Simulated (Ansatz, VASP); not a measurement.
AlGaN2 in VASP and in Ansatz

```
Al Ga N
1.0
     3.30220    0.00000    0.00000
     0.00000    3.30220    0.00000
     0.00000    0.00000    4.05594
Al Ga N
1 1 2
Cartesian
  1.6511 1.6511 2.0280
  0.0000 0.0000 0.0000
  1.6511 0.0000 2.9915
  0.0000 1.6511 1.0644
```

Alike in both runs: task single point; functional LDA; k mesh 8 × 8 × 6; occupations gaussian, width 0.02 eV; no spin polarisation.

|  | VASP | Ansatz |
| --- | --- | --- |
| version | VASP 6.6.1 | Ansatz 0.2.0 |
| potentials or method | VASP PAW LDA potentials, release 64 (Al, Ga_d, N), cutoff 520 eV | scalar-relativistic, plane waves, PAW |
| valence electrons in the cell | 26 | 26 |

Ansatz gave:

| Quantity | Value |
| --- | --- |
| gap on the k mesh at the Fermi level (eV) | 2.61 |
| least direct gap on the mesh (eV) | 2.61 |
| pressure (GPa) | -9.0 |
| traceless stress, the component that is largest in VASP (GPa) | 8.94 |
| rms of the force components (eV/Å) | 0.000 |

Task: What did VASP give for the same quantities?

Result: gap on the k mesh at the Fermi level (eV): 2.62; least direct gap on the mesh (eV): 2.62; pressure (GPa): -8.2; traceless stress, the component that is largest in VASP (GPa): 8.84; rms of the force components (eV/Å): 0.010.

LDA's correlation is that of Perdew and Zunger in VASP and of Perdew and Wang (1992) in Ansatz. Atom by atom the forces differ by 0.010 eV/Å (rms over components).
